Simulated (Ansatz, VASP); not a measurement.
One calculation of SnO2, two programs

```
Sn O
1.0
     3.29157    0.00000    0.00000
    -1.64579    2.85059    0.00000
     0.00000    0.00000   10.59509
Sn O
2 4
Direct
  0.80502 0.00000 0.50000
  0.19498 0.00000 0.00000
  0.46924 0.33333 0.40185
  0.86410 0.33333 0.09815
  0.13590 0.66667 0.59815
  0.53076 0.66667 0.90185
```

Change from the starting cell: mode 1 frozen in at -0.634 Å, equal normal strain along x, y and z +0.0250.

Alike in both runs: task single point; functional PBE; dispersion D3(BJ); k mesh 12 × 12 × 4; occupations gaussian, width 0.05 eV; no spin polarisation.

|  | VASP | Ansatz |
| --- | --- | --- |
| version | VASP 6.6.1 | Ansatz 0.2.0 |
| potentials or method | VASP PAW PBE potentials, release 64 (Sn_d, O), cutoff 520 eV | scalar-relativistic, plane waves, PAW |
| valence electrons in the cell | 52 | 52 |

VASP gave:

| Property | Result |
| --- | --- |
| gap on the k mesh at the Fermi level (eV) | 1.75 |
| least direct gap on the mesh (eV) | 1.98 |
| pressure (GPa) | -8.2 |
| traceless stress, the component that is largest in VASP (GPa) | 2.38 |
| rms of the force components (eV/Å) | 0.300 |

Q: What did Ansatz give for the same quantities?

A: gap on the k mesh at the Fermi level (eV): 1.77; least direct gap on the mesh (eV): 2.00; pressure (GPa): -8.6; traceless stress, the component that is largest in VASP (GPa): 2.66; rms of the force components (eV/Å): 0.323.

Atom by atom the forces differ by 0.023 eV/Å (rms over components).
